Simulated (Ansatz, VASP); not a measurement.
**CoO: VASP beside Ansatz**

Contents of POSCAR:

```
CoO
1.0
    0.0000000000      2.3436418400      2.3436418400
    2.3436418400      0.0000000000      2.3436418400
    2.3436418400      2.3436418400      0.0000000000
Co O
1 1
Direct
    0.0000000000      0.0000000000      0.0000000000
    0.2500000000      0.2500000000      0.2500000000
```

Contents of INCAR.step1:

```
SYSTEM = CoO
ALGO = Normal
EDIFF = 1E-5
ENCUT = 520
GGA = PE
ISIF = 2
ISMEAR = -1
ISPIN = 2
LASPH = .TRUE.
LMAXMIX = 4
LORBIT = 11
LREAL = .FALSE.
LWAVE = .TRUE.
MAGMOM = 2 0
NBANDS = 18
NELM = 150
PREC = Accurate
SIGMA = 0.05
```

INCAR.step2

```
SYSTEM = CoO
AEXX = 0.25
ALGO = Normal
EDIFF = 1E-6
ENCUT = 520
GGA = PS
ISIF = 2
ISMEAR = -1
ISPIN = 2
ISTART = 1
LASPH = .TRUE.
LCHARG = .TRUE.
LELF = .TRUE.
LHFCALC = .TRUE.
LMAXMIX = 4
LORBIT = 11
LREAL = .FALSE.
LVHAR = .TRUE.
LWAVE = .FALSE.
MAGMOM = 2 0
NBANDS = 18
NELM = 150
PREC = Accurate
PRECFOCK = Normal
SIGMA = 0.05
```

File KPOINTS:

```
k-points
0
G
  5 5 5
  0 0 0
```

Contents of input:

```
crystal:
  lattice:
    - [0.0, 2.34364184, 2.34364184]
    - [2.34364184, 0.0, 2.34364184]
    - [2.34364184, 2.34364184, 0.0]
  atoms:
    - { symbol: Co, position: [0.0, 0.0, 0.0], spin: 2.0 }
    - { symbol: O, position: [0.25, 0.25, 0.25] }
hamiltonian:
  xc: { exchange: pbesol, correlation: pbesol, exx: { coeff: 0.25 } }
  pseudopotentials: { kind: paw }
magnetization:
  spin_polarized: true
kpoints:
  mp_grid: { grid: [5, 5, 5] }
scf:
  occupations: { method: fermi_dirac, width: 0.05 }
output:
  forces: true
  stress: true
  eigenvalues: true
```

Alike in both runs: task single point; functional PBEsol-based global hybrid with a share of 0.25 of exact exchange; k mesh 5 × 5 × 5; occupations fermi-dirac, width 0.05 eV; collinear spin.

|  | VASP | Ansatz |
| --- | --- | --- |
| version | VASP 6.6.1 | Ansatz 0.2.0 |
| potentials or method | VASP PAW PBE potentials, release 64 (Co, O) | Ansatz PAW |
| plane-wave cutoff (eV) | 520 | 420 |
| valence electrons in the cell | 15 | 23 |

VASP gave:

* gap on the k mesh at the Fermi level (eV): 2.51
* least direct gap on the mesh (eV): 2.51
* pressure (GPa): -12.8
* net moment per atom (μB): 1.50
* size of the moment on the site where the two differ most (μB): 2.70

Which values does Ansatz return?

gap on the k mesh at the Fermi level (eV): 2.42; least direct gap on the mesh (eV): 2.42; pressure (GPa): -12.7; net moment per atom (μB): 1.50; size of the moment on the site where the two differ most (μB): 2.55.

VASP's potentials were made for PBE, not for PBEsol-based global hybrid. Site moments also hang on the region over which each program counts them. VASP's potentials hold 15 valence electrons a cell and Ansatz's 23, so a difference there can come from the potentials and not from the codes.

The k mesh is coarse, so the values compare programs but aren't converged. Noted on Ansatz's run: the magnetic or orbital state may not be the lowest; odd divisions of the mesh miss points on the zone boundary, where band edges often lie, so the gap on the mesh can be too wide.
